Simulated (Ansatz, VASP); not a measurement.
**Two plane-wave programs on SnGe2**

```xyz
3
Lattice="0.0000 3.3942 3.3942 3.3942 0.0000 3.3942 3.3942 3.3942 0.0000" Properties=species:S:1:pos:R:3 pbc="T T T"
Sn    0.0000    0.0000    0.0000
Ge    5.0913    5.0913    5.0913
Ge    1.6971    1.6971    1.6971
```

Alike in both runs: functional PBE; k mesh 6 × 6 × 6; occupations gaussian, width 0.1 eV; no spin polarisation.

Ansatz relaxed the structure, and its values are those at the end. VASP's run is a single point on that final structure, the one shown.

|  | VASP | Ansatz |
| --- | --- | --- |
| version | VASP 6.6.1 | Ansatz 0.2.0 |
| potentials or method | VASP PAW PBE potentials, release 64 (Sn_d, Ge_d), cutoff 520 eV | scalar-relativistic, plane waves, PAW |
| valence electrons in the cell | 42 | 42 |

|  | VASP | Ansatz | Ansatz less VASP |
| --- | --- | --- | --- |
| gap on the k mesh at the Fermi level (eV) | none | none | - |
| pressure (GPa) | 0.1 | 0.1 | +0.02 |

A gap of «none» marks a metal or a gap that the smearing closes.
